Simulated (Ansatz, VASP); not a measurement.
## One calculation of AlN, two programs

File INCAR:

```
ALGO = Normal ; EDIFF = 1E-7
ENCUT = 520 ; GGA = PE
ISIF = 2 ; ISMEAR = 0
LASPH = T ; LCHARG = F
LREAL = F ; LWAVE = F
NBANDS = 16 ; NELM = 60
PREC = Accurate ; SIGMA = 0.05
```

KPOINTS

```
k-points
0
Gamma
  9 9 6
```

File POSCAR:

```
AlN
1.0
    3.1821581281      0.0000000000      0.0000000000
   -1.5910790640      2.7558297778      0.0000000000
    0.0000000000      0.0000000000      5.1007394676
Al N
2 2
Direct
    0.3145786745      0.6666666667      0.0017290859
    0.6854213255      0.3333333333      0.5017290859
    0.3499209514      0.6666666667      0.3832709141
    0.6500790486      0.3333333333      0.8832709141
```

Input for Ansatz:

```yaml
crystal:
  lattice:
    - [3.1821581281, 0.0, 0.0]
    - [-1.591079064, 2.7558297778, 0.0]
    - [0.0, 0.0, 5.1007394676]
  atoms:
    - { symbol: Al, position: [0.3145786745, 0.6666666667, 0.0017290859] }
    - { symbol: Al, position: [0.6854213255, 0.3333333333, 0.5017290859] }
    - { symbol: "N", position: [0.3499209514, 0.6666666667, 0.3832709141] }
    - { symbol: "N", position: [0.6500790486, 0.3333333333, 0.8832709141] }
basis:
  ecutwfc: 520.0
kpoints:
  mp_grid: { grid: [9, 9, 6] }
hamiltonian:
  xc: pbe
  pseudopotentials: { kind: paw, azcp: { folder: soft_1 } }
scf:
  occupations: { method: gaussian, width: 0.05 }
output:
  forces: true
  stress: true
  eigenvalues: true
```

Change from the starting cell: mode 4 frozen in at -0.059 Å, equal normal strain along x, y and z +0.0167.

Alike in both runs: task single point; functional PBE; k mesh 9 × 9 × 6; occupations gaussian, width 0.05 eV; no spin polarisation.

```csv
,VASP,Ansatz
version,VASP 6.6.1,Ansatz 0.2.0
potentials or method,"VASP PAW PBE potentials, release 64 (Al, N), cutoff 520 eV","scalar-relativistic, plane waves, PAW"
valence electrons in the cell,16,16
```

|  | VASP | Ansatz | Ansatz less VASP |
| --- | --- | --- | --- |
| gap on the k mesh at the Fermi level (eV) | 3.58 | 3.58 | -0.005 |
| least direct gap on the mesh (eV) | 3.58 | 3.58 | -0.005 |
| pressure (GPa) | -9.0 | -8.8 | +0.18 |
| traceless stress, the component that is largest in VASP (GPa) | 0.57 | 0.55 | -0.027 |
| rms of the force components (eV/Å) | 0.149 | 0.149 | -0.0005 |

Atom by atom the forces differ by 0.001 eV/Å (rms over components). With one functional, cell and mesh, what is left measures potentials, basis and numerics.
